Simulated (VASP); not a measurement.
Crystal: MgB12.

```
CELL_PARAMETERS angstrom
0.00000 4.20307 4.20307
4.20307 0.00000 4.20307
4.20307 4.20307 0.00000
ATOMIC_POSITIONS crystal
Mg 0.00000 0.00000 0.00000
B 0.44132 0.44132 0.44132
B 0.44132 0.44132 0.67604
B 0.44132 0.67604 0.44132
B 0.67604 0.44132 0.44132
B 0.57934 0.92066 0.92066
B 0.92066 0.57934 0.57934
B 0.92066 0.57934 0.92066
B 0.57934 0.92066 0.57934
B 0.92066 0.92066 0.57934
B 0.57934 0.57934 0.92066
B 0.25000 0.25000 0.25000
B 0.50000 0.50000 0.50000
```

```yaml
Program: VASP 6.6.1
Task: relaxation of cell and atoms
Functional: PBE
Potentials_or_basis: VASP PAW PBE potentials, release 64 (Mg, B)
Cutoff: 600 eV
k_mesh: 4 × 4 × 4
Occupations: gaussian, width 0.1 eV
Spin: no spin polarisation
```

At the start: pressure 105.5 GPa; volume 11.42 Å³/atom.

Problem. Where does the relaxation end?

Solution. Over 26 steps the energy falls by 6838.8 meV/atom and the volume is 10.78 Å³/atom (-5.6 %); space group F-43m (No. 216, to 0.05 Å).

Step by step:
```csv
step,energy change (eV),largest force (eV/Å),pressure (GPa),volume (Å³)
1,0.0000,109.5608,105.48,148.50
2,-40.5789,15.9786,4.27,375.87
3,-61.2065,3.6982,-10.55,341.48
4,-64.2600,2.8760,-13.30,331.67
5,-45.5414,39.9342,15.25,266.71
6,-65.1550,2.8820,-13.90,325.28
7,-73.1728,2.6906,-16.31,295.03
8,-72.0557,6.0551,-10.77,280.63
9,-73.6620,2.6956,-15.51,290.64
10,-73.6607,2.6743,-14.37,287.16
11,-82.9691,2.7787,-14.58,216.68
12,23.9270,112.0587,490.17,75.84
13,-80.5254,6.1400,-12.91,206.57
14,-84.2717,8.8239,30.34,130.48
15,-85.2477,7.9140,-2.79,163.87
16,-85.8798,8.3292,5.00,151.47
17,-87.5604,3.9884,16.11,135.63
18,-87.8588,2.8533,11.29,139.99
19,-88.7799,0.8925,0.32,145.92
20,-88.8234,0.4118,-2.23,147.64
21,-88.8484,0.1935,-1.73,146.43
22,-88.8692,0.3047,-0.59,143.93
23,-88.8877,0.2213,-0.27,142.56
24,-88.9027,0.0846,0.45,139.89
25,-88.9028,0.0771,0.49,139.75
26,-88.9039,0.0176,-0.11,140.20
```

Final structure:
```yaml
crystal:
  lattice:
    - [0.00000, 4.12322, 4.12322]
    - [4.12322, 0.00000, 4.12322]
    - [4.12322, 4.12322, 0.00000]
  atoms:
    - { symbol: Mg, position: [0.00000, 0.00000, 0.00000] }
    - { symbol: B, position: [0.14441, 0.14441, 0.14441] }
    - { symbol: B, position: [0.14441, 0.14441, 0.56677] }
    - { symbol: B, position: [0.14441, 0.56677, 0.14441] }
    - { symbol: B, position: [0.56677, 0.14441, 0.14441] }
    - { symbol: B, position: [0.59377, 0.90623, 0.90623] }
    - { symbol: B, position: [0.90623, 0.59377, 0.59377] }
    - { symbol: B, position: [0.90623, 0.59377, 0.90623] }
    - { symbol: B, position: [0.59377, 0.90623, 0.59377] }
    - { symbol: B, position: [0.90623, 0.90623, 0.59377] }
    - { symbol: B, position: [0.59377, 0.59377, 0.90623] }
    - { symbol: B, position: [0.25000, 0.25000, 0.25000] }
    - { symbol: B, position: [0.50000, 0.50000, 0.50000] }
```
